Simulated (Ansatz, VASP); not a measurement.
## In in VASP and in Ansatz

```
CELL_PARAMETERS angstrom
5.49984 0.00000 0.00000
-2.74992 4.76300 0.00000
0.00000 0.00000 3.20497
ATOMIC_POSITIONS crystal
In 0.00000 0.00000 0.00000
In 0.33333 0.66667 0.50000
In 0.66667 0.33333 0.50000
```

Alike in both runs: functional PBE; k mesh 9 × 9 × 12; occupations gaussian, width 0.1 eV; no spin polarisation.

Ansatz relaxed the structure, and its values are those at the end. VASP's run is a single point on that final structure, the one shown.

|  | VASP | Ansatz |
| --- | --- | --- |
| version | VASP 6.6.1 | Ansatz 0.2.0 |
| potentials or method | VASP PAW PBE potentials, release 64 (In_d), cutoff 520 eV | scalar-relativistic, plane waves, PAW |
| valence electrons in the cell | 39 | 39 |

```tsv
	VASP	Ansatz	Ansatz less VASP
gap on the k mesh at the Fermi level (eV)	none	none	-
pressure (GPa)	0.0	0.0	+0.04
```

A gap of «none» marks a metal or a gap that the smearing closes. With one functional, cell and mesh, what is left measures potentials, basis and numerics.
